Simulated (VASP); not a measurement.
A run of VASP 6.6.1 is set up as follows.

POSCAR

```
TaN
1.0
    5.1910000000      0.0000000000      0.0000000000
   -2.5955000000      4.4955378700      0.0000000000
    0.0000000000      0.0000000000      2.9080000000
Ta N
3 3
Direct
    0.0000000000      0.0000000000      0.0000000000
    0.3333333300      0.6666666700      0.5000000000
    0.6666666700      0.3333333300      0.5000000000
    0.5000000000      0.0000000000      0.0000000000
    0.5000000000      0.5000000000      0.0000000000
    0.0000000000      0.5000000000      0.0000000000
```

File INCAR.step1:

```
SYSTEM = TaN
ALGO = Normal ; EDIFF = 1E-5
ENCUT = 770 ; GGA = PE
GGA_COMPAT = .FALSE. ; ISMEAR = -1
LASPH = .TRUE. ; LCHARG = .FALSE.
LREAL = .FALSE. ; LWAVE = .TRUE.
NBANDS = 36 ; NELM = 120
PREC = Accurate ; SIGMA = 0.1
```

INCAR.step2

```
SYSTEM = TaN
ALGO = Normal ; EDIFF = 1E-6
ENCUT = 770 ; GGA_COMPAT = .FALSE.
ISIF = 2 ; ISMEAR = -1
ISTART = 1 ; LASPH = .TRUE.
LCHARG = .TRUE. ; LELF = .TRUE.
LMIXTAU = .TRUE. ; LREAL = .FALSE.
LVHAR = .TRUE. ; LWAVE = .FALSE.
METAGGA = R2SCAN ; NBANDS = 36
NELM = 120 ; PREC = Accurate
SIGMA = 0.1
```

Contents of KPOINTS:

```
k-points
0
G
  4 4 6
  0 0 0
```

Potentials or basis: VASP PAW PBE potentials, release 64 (Ta_sv_GW, N).

The run is started by

```console
$ cat potpaw_PBE.64/Ta_sv_GW/POTCAR potpaw_PBE.64/N/POTCAR > POTCAR
$ cp INCAR.step1 INCAR
$ mpirun -np 1 vasp_std > vasp.out
$ cp INCAR.step2 INCAR
$ mpirun -np 1 vasp_std > vasp.out
```

Task: Predict the pressure.

Result: 5.5 GPa.

Task: Predict the band gap on the k mesh.

Result: Zero (bands 27 and 28 overlap by 2.18 eV).

Stress tensor (GPa, compression positive):
```
6.53 0.00 0.00
0.00 6.53 0.00
0.00 0.00 3.55
```

Caveat: the k points lie up to 0.36 Å⁻¹ apart, too coarse for converged energies and pressures of a metal; the PAW data sets were made with another functional, which shifts forces and pressure a little; spin-orbit coupling is left out, which moves the levels of the heavy elements.
